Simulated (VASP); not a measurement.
Runs of VASP 6.6.1 on AlN. The structure is that of space group P6_3mc (No. 186), or close to it. The cells are those of the table. 

```tsv
task	level	potentials or basis	cell	k mesh	cutoff (eV)	smearing	gap on the mesh (eV)	pressure (GPa)
single point	LDA	VASP PAW LDA potentials, release 64 (Al, N)	a = 3.114, b = 3.114, c = 4.983 Å, angles 90.0, 90.0, 120.0°, 4 atoms	9 × 9 × 6	520	gaussian 0.02 eV	(b)	-4.4
single point	PBEsol	VASP PAW PBE potentials, release 64 (Al, N)	a = 3.114, b = 3.114, c = 4.983 Å, angles 90.0, 90.0, 120.0°, 4 atoms	6 × 6 × 4	600	gaussian 0.02 eV	4.11	-0.2
relaxation of cell and atoms	PBEsol	VASP PAW PBE potentials, release 64 (Al, N)	relaxed from a = 3.113, b = 3.113, c = 4.981 Å, angles 90.0, 90.0, 120.0°, 4 atoms	9 × 9 × 6	600	gaussian 0.02 eV	4.12	0.0
relaxation of cell and atoms	PBEsol	VASP PAW PBE potentials, release 64 (Al, N)	relaxed to 5 GPa from a = 3.114, b = 3.114, c = 4.983 Å, angles 90.0, 90.0, 120.0°, 4 atoms	9 × 9 × 6	600	gaussian 0.01 eV	4.31	5.0
relaxation of shape and atoms at fixed volume	PBEsol	VASP PAW PBE potentials, release 64 (Al, N)	relaxed from a = 3.134, b = 3.134, c = 5.016 Å, angles 90.0, 90.0, 120.0°, 4 atoms	9 × 9 × 6	600	gaussian 0.01 eV	(a)	-4.0
```

Alike in all rows: no spin polarisation.

Task: Estimate the missing entries.

Result: (a) 3.95; (b) 4.21.

Caveats: the PAW data sets were made with another functional, which shifts forces and pressure a little (some runs); the cell is relaxed towards a set pressure, so the enthalpy falls and the energy may rise (some runs).

A k mesh can miss the band edges.
